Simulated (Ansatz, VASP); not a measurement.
**Two plane-wave programs on Ge**

```
Ge
1.0
    -2.57386    2.57316    1.40932
     2.57386   -2.57316    1.40932
     2.57386    2.57316   -1.40932
Ge
2
Direct
  0.12479 0.87479 0.25000
  0.87521 0.12521 0.75000
```

Alike in both runs: task single point; functional r2SCAN; k mesh 14 × 14 × 14; occupations gaussian, width 0.15 eV; no spin polarisation.

```csv
,VASP,Ansatz
version,VASP 6.6.1,Ansatz 0.2.0
potentials or method,"VASP PAW PBE potentials, release 64 (Ge_d), cutoff 520 eV","scalar-relativistic, plane waves, PAW"
valence electrons in the cell,28,28
```

Ansatz gave:

- gap on the k mesh at the Fermi level (eV): none
- pressure (GPa): 0.0
- traceless stress, the component that is largest in VASP (GPa): 1.15

Task: Estimate VASP's values.

Result: gap on the k mesh at the Fermi level (eV): none; pressure (GPa): -0.2; traceless stress, the component that is largest in VASP (GPa): 1.16.

VASP's potentials were made for PBE, not for r2SCAN. A gap of «none» marks a metal or a gap that the smearing closes. With one functional, cell and mesh, what is left measures potentials, basis and numerics.
